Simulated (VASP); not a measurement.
**Tl2CuO4: single point with PBE**

Crystal: Tl2CuO4.

```
CELL_PARAMETERS angstrom
-1.96691 1.96691 5.93389
1.96691 -1.96691 5.93389
1.96691 1.96691 -5.93389
ATOMIC_POSITIONS crystal
Tl 0.34938 0.34938 0.00000
Tl 0.65062 0.65062 0.00000
Cu 0.00000 0.00000 0.00000
O 0.00000 0.50000 0.50000
O 0.50000 0.00000 0.50000
O 0.25000 0.75000 0.50000
O 0.75000 0.25000 0.50000
```

| Property | Result |
| --- | --- |
| Program | VASP 6.6.1 |
| Task | single point |
| Functional | PBE |
| Potentials or basis | VASP PAW PBE potentials, release 64 (Tl_d, Cu, O) |
| Cutoff | 520 eV |
| k mesh | 10 × 10 × 10 |
| Occupations | fermi-dirac, width 0.05 eV |
| Spin | no spin polarisation |
| Dipole correction | no |
| Further INCAR settings | ALGO = Normal; EDIFF = 1e-07; NBANDS = 40 |

```yaml
Pressure: 0.1 GPa
Largest_force: 0.068 eV/Å
Band_gap_on_the_k_mesh: zero (an odd number of electrons rules out a gap without spin polarisation)
```

Forces in eV/Å, atoms in the order of the input:
```
Tl   0.000  0.000 -0.068
Tl   0.000  0.000  0.068
Cu   0.000  0.000  0.000
O    0.000  0.000  0.000
O    0.000  0.000  0.000
O    0.000  0.000  0.000
O    0.000  0.000  0.000
```

Stress tensor (GPa, compression positive):
```
-0.24  0.00  0.00
 0.00 -0.24  0.00
 0.00  0.00  0.65
```

Levels at points of the mesh, in eV from the Fermi level:
```csv
k point,band 27,band 28,band 29,band 30,band 31,band 32,band 33,band 34,band 35,band 36
"(0.00, 0.00, 0.00)",-1.49,-1.48,-1.26,-0.64,-0.51,-0.51,2.91,5.13,5.62,6.60
"(0.50, 0.00, 0.00)",-1.52,-0.93,-0.63,-0.52,-0.31,2.36,2.37,5.64,5.76,8.64
"(0.50, 0.50, 0.00)",-0.60,-0.20,-0.18,-0.14,1.10,2.09,3.11,5.64,5.77,7.67
"(0.50, 0.50, 0.50)",-1.09,-1.09,-0.77,-0.77,-0.46,1.04,1.51,4.32,7.15,7.80
```

Wall time 25 min on 1 thread of Intel(R) Xeon(R) 6975P-C (Granite Rapids), on a shared host, peak memory 0.58 GiB.

Caveat: spin-orbit coupling is left out, which moves the levels of the heavy elements; an odd number of electrons without spin polarisation forces a metal; a magnetic or distorted state may lie lower; semilocal functionals often make such compounds metallic where correlation or magnetic order opens a gap, which also shifts bond lengths. With open d or f shells a metallic result of PBE can be an artefact of self-interaction; +U or a hybrid may open a gap.
